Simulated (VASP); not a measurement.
# V (Fm-3m) in VASP: notebook

The runs below take V through single point, with PBE.

All numbers are computed with VASP 6.6.1; they aren't measurements. Logs are shortened: lines on timing, memory, paths and dates and some standing lists are left out, and cuts for length are marked.

**1. The cell of the first run**

The structure is cubic, space group Fm-3m (No. 225). Conventional cell: a = 3.792 Å, b = 3.792 Å, c = 3.792 Å, α = 90.00°, β = 90.00°, γ = 90.00°. Within 3.5 Å of V (site symmetry m-3m) lie 12 V at 2.68 Å.

**2. Single point, PBE**

INCAR

```
SYSTEM = V
PREC = Accurate ; ENCUT = 520
EDIFF = 1E-6 ; ISMEAR = -1
SIGMA = 0.06122561905347299 ; LREAL = .False.
LASPH = .True. ; NELM = 60
ALGO = Normal ; ISIF = 2
LWAVE = .False. ; LCHARG = .True.
GGA = PE ; LELF = .True.
LVHAR = .True. ; NBANDS = 12
```

KPOINTS

```
regular mesh
0
Gamma
  25 25 25
  0 0 0
```

POSCAR

```
V
1.0
    0.0000000000      1.8959028982      1.8959028982
    1.8959028982      0.0000000000      1.8959028982
    1.8959028982      1.8959028982      0.0000000000
V
1
Direct
    0.0000000000      0.0000000000      0.0000000000
```

Potentials or basis: VASP PAW PBE potentials, release 64 (V_sv).

Started as:

```bash
$ cat potpaw_PBE.64/V_sv/POTCAR > POTCAR
$ mpirun -np 1 vasp_std > vasp.out
```

OUTCAR:

```text
SYSTEM = V
   PREC = Accurate
   ENCUT = 520
   EDIFF = 1E-6
   ISMEAR = -1
   LREAL = .False.
   LASPH = .True.
   NELM = 60
   ISIF = 2
   GGA = PE

 ion  position               nearest neighbor table
   1  0.000  0.000  0.000-

  LATTYP: Found a face centered cubic cell.
 ALAT       =     3.7918057964

  Lattice vectors:

 A1 = (   0.0000000000,   1.8959028982,   1.8959028982)
 A2 = (   1.8959028982,   0.0000000000,   1.8959028982)
 A3 = (   1.8959028982,   1.8959028982,   0.0000000000)

Analysis of symmetry for initial positions (statically):
=====================================================================
 Subroutine PRICEL returns:
 Original cell was already a primitive cell.

 Routine SETGRP: Setting up the symmetry group for a
 face centered cubic supercell.

 Subroutine GETGRP returns: Found 48 space group operations
 (whereof 48 operations were pure point group operations)
 out of a pool of 48 trial point group operations.

The static configuration has the point symmetry O_h .

Analysis of symmetry for dynamics (positions and initial velocities):
=====================================================================
 Subroutine PRICEL returns:
 Original cell was already a primitive cell.

 Routine SETGRP: Setting up the symmetry group for a
 face centered cubic supercell.

 Subroutine GETGRP returns: Found 48 space group operations
 (whereof 48 operations were pure point group operations)
 out of a pool of 48 trial point group operations.

The dynamic configuration has the point symmetry O_h .

 Subroutine INISYM returns: Found 48 space group operations
 (whereof 48 operations are pure point group operations),
 and found     1 'primitive' translations

----------------------------------------------------------------------------------------

                                     Primitive cell

  volume of cell :      13.6294

  direct lattice vectors                    reciprocal lattice vectors
     0.000000000  1.895902898  1.895902898    -0.263726587  0.263726587  0.263726587
     1.895902898  0.000000000  1.895902898     0.263726587 -0.263726587  0.263726587
     1.895902898  1.895902898  0.000000000     0.263726587  0.263726587 -0.263726587

  length of vectors
     2.681211592  2.681211592  2.681211592     0.456787847  0.456787847  0.456787847

  position of ions in fractional coordinates (direct lattice)
     0.000000000  0.000000000  0.000000000

  ion indices of the primitive-cell ions
   primitive index   ion index
                 1           1

----------------------------------------------------------------------------------------

 KPOINTS: regular mesh

Automatic generation of k-mesh.
 Grid dimensions read from file:
 generate k-points for:   25   25   25

 Generating k-lattice:

  Cartesian coordinates                     Fractional coordinates (reciprocal lattice)
    -0.010549063  0.010549063  0.010549063     0.040000000  0.000000000  0.000000000
     0.010549063 -0.010549063  0.010549063     0.000000000  0.040000000  0.000000000
     0.010549063  0.010549063 -0.010549063     0.000000000  0.000000000  0.040000000

  Length of vectors
     0.018271514  0.018271514  0.018271514

  Shift w.r.t. Gamma in fractional coordinates (k-lattice)
     0.000000000  0.000000000  0.000000000

 Subroutine IBZKPT returns following result:
 ===========================================

 Found    455 irreducible k-points:

 Following reciprocal coordinates:
            Coordinates               Weight
  0.000000  0.000000  0.000000      1.000000
  0.040000  0.000000  0.000000      8.000000
  0.080000  0.000000  0.000000      8.000000
  0.120000  0.000000  0.000000      8.000000
  0.160000  0.000000  0.000000      8.000000
  0.200000  0.000000  0.000000      8.000000
[... 16 lines left out ...]
  0.400000  0.040000  0.000000     24.000000
  0.440000  0.040000  0.000000     24.000000
 [... further k-points ...]
   k-points           NKPTS =    455   k-points in BZ     NKDIM =    455   number of bands    NBANDS=     12
   number of dos      NEDOS =    301   number of ions     NIONS =      1
   total plane-waves  NPLWV =   8000
   dimension x,y,z NGX =    20 NGY =   20 NGZ =   20
   dimension x,y,z NGXF=    40 NGYF=   40 NGZF=   40
   ions per type =               1
   NGX,Y,Z   is equivalent  to a cutoff of  12.40, 12.40, 12.40 a.u.
   NGXF,Y,Z  is equivalent  to a cutoff of  24.80, 24.80, 24.80 a.u.
 SYSTEM =  V
   PREC   = accura    normal or accurate (medium, high low for compatibility)
   ISTART =      0    job   : 0-new  1-cont  2-samecut
   ICHARG =      2    charge: 1-file 2-atom 10-const
   ISPIN  =      1    spin polarized calculation?
   LNONCOLLINEAR =      F non collinear calculations
   LSORBIT =      F    spin-orbit coupling
   LASPH  =      T    aspherical Exc in radial PAW
   ENCUT  =  520.0 eV  38.22 Ry    6.18 a.u.   4.99  4.99  4.99*2*pi/ulx,y,z
   NELM   =     60;   NELMIN=  2; NELMDL= -5     # of ELM steps
   EDIFF  = 0.1E-05   stopping-criterion for ELM
   LREAL  =      F    real-space projection
   EDIFFG = 0.1E-04   stopping-criterion for IOM
   NSW    =      0    number of steps for IOM
   IBRION =     -1    ionic relax: 0-MD 1-quasi-New 2-CG
   NFREE  =      0    steps in history (QN), initial steepest desc. (CG)
   ISIF   =      2    stress and relaxation
   ISYM   =      2    0-nonsym 1-usesym 2-fastsym
   POTIM  = 0.5000    time-step for ionic-motion
   TEBEG  =    0.0;   TEEND  =   0.0 temperature during run
   PSTRESS=    0.0 pullay stress
   NELECT =      13.0000    total number of electrons
   NUPDOWN=      -1.0000    fix difference up-down
   EMIN   =  10.00;   EMAX   =-10.00  energy-range for DOS
   EFERMI =   0.00;   METHOD = LEGACY
   ISMEAR =    -1;   SIGMA  =   0.06  broadening in eV -4-tet -1-fermi 0-gaus
   EFERMI_NEDOS =   21; number of points for ismear=-14 and -15
   IALGO  =     38    algorithm
   IMIX   =      4    mixing-type and parameters
     AMIX     =   0.40;   BMIX     =  1.00
     AMIX_MAG =   1.60;   BMIX_MAG =  1.00
  volume/ion in A,a.u.               =      13.63        91.98
  Fermi-wavevector in a.u.,A,eV,Ry     =   1.611498  3.045290 35.333335  2.596927
  Thomas-Fermi vector in A             =   2.706879
   LORBIT       =      0    0 simple, 1 ext, 2 COOP (PROOUT), +10 PAW based schemes
   GGA     = PE    functional components
   LHFCALC =     F    Hartree Fock is set to
   AEXX    =    0.0000 exact exchange contribution
   IVDW    =     0    specifies the selected vdW correction
   LEPSILON=     F    determine dielectric tensor
   LRPA    =     F    only Hartree local field effects (RPA)
 non-spin polarized calculation
  energy-cutoff  :      520.00
  volume of cell :       13.63
 maximum number of plane-waves:       379
   NGX =  9   NGY =  9   NGZ =  9

 number of electron      13.0000006 magnetization

 Free energy of the ion-electron system (eV)
  ---------------------------------------------------
  ext. energy  EPLUGINS =         0.00000000
  ---------------------------------------------------
  free energy    TOTEN  =        -8.75678230 eV

  energy without entropy =       -8.73576802  energy(sigma->0) =       -8.74627516

 E-fermi :   9.8790     XC(G=0): -12.8434

 val. band max:        9.8781493191   @ k =   0.4400   0.1200   0.0400
 cond. band min:       9.8790488516   @ k =   0.4400   0.1200   0.0000
 fundamental gap:      0.0008995325
 Fermi energy:         9.8790107975

 k-point     1 :       0.0000    0.0000    0.0000
  band No.  band energies     occupation
      1     -54.1773      2.00000
      2     -27.5045      2.00000
      3     -27.5045      2.00000
      4     -27.5045      2.00000
      5       3.0027      2.00000
      6      10.0435      0.12753
      7      10.0435      0.12752
      8      10.0435      0.12752
      9      11.8299      0.00000
     10      11.8299      0.00000
     11      27.6231      0.00000
     12      32.8876      0.00000

 k-point     2 :       0.0400    0.0000    0.0000
  band No.  band energies     occupation
      1     -54.1746      2.00000
      2     -27.5186      2.00000
      3     -27.5062      2.00000
      4     -27.5062      2.00000
      5       3.0635      2.00000
      6      10.0100      0.21051
      7      10.0652      0.09116
      8      10.0652      0.09116
      9      11.8164      0.00000
     10      11.8164      0.00000
     11      27.6657      0.00000
     12      32.3282      0.00000

 k-point     3 :       0.0800    0.0000    0.0000
  band No.  band energies     occupation
      1     -54.1666      2.00000
      2     -27.5598      2.00000
      3     -27.5114      2.00000
      4     -27.5114      2.00000
      5       3.2435      2.00000
      6       9.9148      0.71541
      7      10.1262      0.03469
      8      10.1262      0.03469
      9      11.7811      0.00000
     10      11.7811      0.00000
     11      27.7636      0.00000
     12      31.1591      0.00000
[... 286 lines left out ...]
 k-point    23 :       0.4000    0.0400    0.0000
  band No.  band energies     occupation
      1     -54.0216      2.00000
      2     -28.2626      2.00000
      3     -27.6101      2.00000
      4     -27.6040      2.00000
      5       6.3635      2.00000
      6       9.7891      1.62557
      7      10.0291      0.15855
      8      10.0881      0.06371
      9      12.6954      0.00000
     10      12.8081      0.00000
     11      20.6890      0.00000
     12      27.1942      0.00000

 k-point    24 :       0.4400    0.0400    0.0000
  band No.  band energies     occupation
      1     -54.0094      2.00000
      2     -28.3198      2.00000
      3     -27.6156      2.00000
      4     -27.6139      2.00000
      5       6.4851      2.00000
      6       9.8750      1.03254
      7      10.0167      0.19081
      8      10.2605      0.00393
      9      12.9376      0.00000
     10      12.9521      0.00000
     11      19.8023      0.00000
     12      26.9380      0.00000

 [... further k-points ...]
[... 5 lines left out ...]
  --------------------------------------------------------------------------------------
  -------------------------------------------------------------------------------------
  Total        0.3266333      0.3266333      0.3266333      0.0000000      0.0000000      0.0000000
  in kB       38.3965988     38.3965988     38.3965988      0.0000000      0.0000000      0.0000000
  external PRESSURE =      38.3965988 kB  Pullay stress =       0.0000000 kB

 VOLUME and BASIS-vectors are now :
 -----------------------------------------------------------------------------
  energy-cutoff  :      520.00
  volume of cell :       13.63
      direct lattice vectors                 reciprocal lattice vectors
     0.000000000  1.895902898  1.895902898    -0.263726587  0.263726587  0.263726587
     1.895902898  0.000000000  1.895902898     0.263726587 -0.263726587  0.263726587
     1.895902898  1.895902898  0.000000000     0.263726587  0.263726587 -0.263726587

 POSITION                                       TOTAL-FORCE (eV/Angst)
 -----------------------------------------------------------------------------------
      0.00000      0.00000      0.00000        -0.000000      0.000000     -0.000000
 -----------------------------------------------------------------------------------
    total drift:                                0.000000      0.000000      0.000000

  FREE ENERGIE OF THE ION-ELECTRON SYSTEM (eV)
  ---------------------------------------------------
  free  energy   TOTEN  =        -8.7567823008 eV

  energy  without entropy=       -8.7357680240  energy(sigma->0) =       -8.74627516
```

It took 32 s on 1 thread of Intel Xeon 6975P-C, shared host; peak memory 0.19 GiB.

What came out:

- Free energy: -8.7568 eV
- Pressure: 3.8 GPa

**3. Single point, PBE**

INCAR

```
PREC     = Accurate       # precision mode
ENCUT    = 520            # plane-wave cutoff, eV
EDIFF    = 1E-6           # SCF threshold, eV
ISMEAR   = -1             # smearing method
SIGMA    = 0.06122561905347299 # smearing width, eV
LREAL    = F              # projectors in reciprocal space
LASPH    = T              # aspherical terms in the spheres
NELM     = 100            # most SCF steps
ALGO     = Normal         # electronic algorithm
ISIF     = 2              # what is computed and relaxed
LWAVE    = F              # write WAVECAR
LCHARG   = F              # write CHGCAR
GGA      = PE             # functional
NBANDS   = 12             # bands
```

KPOINTS

```
Automatic mesh
0
Gamma
  25 25 25
```

POSCAR is that of step 2.

Potentials or basis: VASP PAW PBE potentials, release 64 (V_sv).

Started as:

```bash
$ cat potpaw_PBE.64/V_sv/POTCAR > POTCAR
$ mpirun -np 1 vasp_std > vasp.out
```

Wall time 34 s (1 thread of Intel Xeon 6975P-C, shared host); peak memory 0.18 GiB.

It converged, with:

```yaml
Free_energy: -8.7568 eV
Pressure: 3.8 GPa
```

Levels at points of the mesh, in eV from the Fermi level:
| k point | band 2 | band 3 | band 4 | band 5 | band 6 | band 7 | band 8 | band 9 | band 10 | band 11 |
| --- | --- | --- | --- | --- | --- | --- | --- | --- | --- | --- |
| (0.00, 0.00, 0.00) | -37.38 | -37.38 | -37.38 | -6.88 | 0.16 | 0.16 | 0.16 | 1.95 | 1.95 | 17.74 |

**4. Single point, PBE**

This run uses another cell than the first one, of 13.91 Å³/atom, 1.020 times its volume.

INCAR

```
ALGO = Normal
EDIFF = 1E-6
ENCUT = 520
GGA = PE
ISIF = 2
ISMEAR = -1
LASPH = T
LCHARG = F
LREAL = F
LWAVE = F
NBANDS = 12
NELM = 80
PREC = Accurate
SIGMA = 0.06122561905347299
```

KPOINTS

```
k-points
0
Gamma
  25 25 25
```

POSCAR

```
V
1.0
    0.0000000000      1.9087134415      1.9087134415
    1.9087134415      0.0000000000      1.9087134415
    1.9087134415      1.9087134415      0.0000000000
V
1
Direct
    0.0000000000      0.0000000000      0.0000000000
```

Started as:

```bash
$ cat potpaw_PBE.64/V_sv/POTCAR > POTCAR
$ mpirun -np 1 vasp_std > vasp.out
```

Wall time 32 s (1 thread of Intel Xeon 6975P-C, shared host); peak memory 0.18 GiB.

It converged, with:

```yaml
Free_energy: -8.7604 eV
Pressure: 0.1 GPa
```

Levels at points of the mesh, in eV from the Fermi level:
```csv
k point,band 4,band 5,band 6,band 7,band 8,band 9
"(0.00, 0.00, 0.00)",-37.43,-6.82,0.17,0.17,0.17,1.90
```

**5. Single point, PBE**

This run uses another cell than the first one, of 14.19 Å³/atom, 1.041 times its volume.

INCAR

```
SYSTEM = V
  ALGO = Normal
  EDIFF = 1E-6
  ENCUT = 520
  GGA = PE
  ISIF = 2
  ISMEAR = -1
  LASPH = .True.
  LCHARG = .True.
  LELF = .True.
  LREAL = .False.
  LVHAR = .True.
  LWAVE = .False.
  NBANDS = 12
  NELM = 80
  PREC = Accurate
  SIGMA = 0.06122561905347299
```

KPOINTS

```
k-points
0
Gamma
  25 25 25
  0 0 0
```

POSCAR

```
V
1.0
    0.0000000000      1.9213542962      1.9213542962
    1.9213542962      0.0000000000      1.9213542962
    1.9213542962      1.9213542962      0.0000000000
V
1
Direct
    0.0000000000      0.0000000000      0.0000000000
```

Started as:

```bash
$ cat potpaw_PBE.64/V_sv/POTCAR > POTCAR
$ mpirun -np 1 vasp_std > vasp.out
```

Run time: 33 s. Hardware: 1 thread of Intel Xeon 6975P-C, shared host; peak memory 0.18 GiB.

It converged, with:

| Item | Value |
| --- | --- |
| Free energy | -8.7578 eV |
| Pressure | -3.2 GPa |

Levels at points of the mesh, in eV from the Fermi level:
```csv
k point,band 3,band 4,band 5,band 6,band 7,band 8,band 9,band 10
"(0.00, 0.00, 0.00)",-37.48,-37.48,-6.77,0.17,0.17,0.17,1.86,1.86
```

**6. Overview**

```csv
cell,gap on the mesh (eV),pressure (GPa)
"a = 2.681 Å, angles 60.0°, 1 atom",none,3.8
"a = 2.699 Å, angles 60.0°, 1 atom",none,0.1
"a = 2.717 Å, angles 60.0°, 1 atom",none,-3.2
```

Alike in all rows: task single point; level PBE; potentials or basis VASP PAW PBE potentials, release 64 (V_sv); no spin polarisation; k mesh 25 × 25 × 25; cutoff (eV) 520; smearing fermi-dirac 0.0612256 eV.

Absolute energies hang on the potentials; compare differences alone.
